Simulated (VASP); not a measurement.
Wanted: the native input for a VASP 6.6.1 run.

* Task: relaxation of cell and atoms
* Functional: r2SCAN
* Potentials or basis: VASP PAW PBE potentials, release 64 (W_sv)
* Cutoff: 600 eV
* k mesh: 18 × 18 × 18
* Occupations: gaussian, width 0.1 eV
* Spin: no spin polarisation
* Dipole correction: no
* Further INCAR settings: ALGO = Normal; EDIFF = 1e-07; IBRION = 2; EDIFFG = -0.005; NSW = 100; ISIF = 3

The system is W.

```
CELL_PARAMETERS angstrom
0.00000 2.00915 2.00915
2.00915 0.00000 2.00915
2.00915 2.00915 0.00000
ATOMIC_POSITIONS crystal
W 0.00000 0.00000 0.00000
```

This isn't the form of W at room conditions, which is bcc.

These files were run (other wordings do the same):

POSCAR

```
W
1.0
    0.0000000000      2.0091471698      2.0091471698
    2.0091471698      0.0000000000      2.0091471698
    2.0091471698      2.0091471698      0.0000000000
W
1
Direct
    0.0000000000      0.0000000000      0.0000000000
```

INCAR.step1

```
PREC = Accurate ; ENCUT = 600
ISMEAR = 0 ; SIGMA = 0.1
LREAL = False ; LASPH = True
NELM = 80 ; GGA = PE
ALGO = Normal ; EDIFF = 1E-4
LWAVE = True ; LCHARG = False
```

INCAR.step2

```
PREC = Accurate ; ENCUT = 600
EDIFF = 1E-7 ; ISMEAR = 0
SIGMA = 0.1 ; LREAL = False
LASPH = True ; NELM = 80
ALGO = Normal ; ISIF = 3
LWAVE = False ; LCHARG = False
METAGGA = R2SCAN ; LMIXTAU = True
IBRION = 2 ; NSW = 100
EDIFFG = -0.005 ; ISTART = 1
```

KPOINTS

```
Automatic mesh
0
Gamma
  18 18 18
```

Potentials or basis: VASP PAW PBE potentials, release 64 (W_sv).

Command:

```sh
$ cat potpaw_PBE.64/W_sv/POTCAR > POTCAR
$ cp INCAR.step1 INCAR
$ mpirun -np 1 vasp_std > vasp.out
$ cp INCAR.step2 INCAR
$ mpirun -np 1 vasp_std > vasp.out
```

Results of the run:

```yaml
Relaxed_volume: 16.26 Å³/atom
Relaxed_cell: a = 2.844 Å, b = 2.844 Å, c = 2.844 Å, α = 60.00°, β = 60.00°, γ = 60.00°
Space_group_after_relaxing_to_0.1_Å: Fm-3m (No. 225)
Energy_gained_by_relaxing: 0.1 meV/atom
Ionic_steps: 3
Pressure_after_relaxing: 0.0 GPa
Band_gap_on_the_k_mesh: zero (bands 7 and 8 overlap by 3.66 eV)
```

Caveat: the PAW data sets were made with another functional, which shifts forces and pressure a little; spin-orbit coupling is left out, which moves the levels of the heavy elements.

Run time: 5.3 min on 1 thread of Intel Xeon 8259CL, with other jobs on the host, peak memory 0.18 GiB.
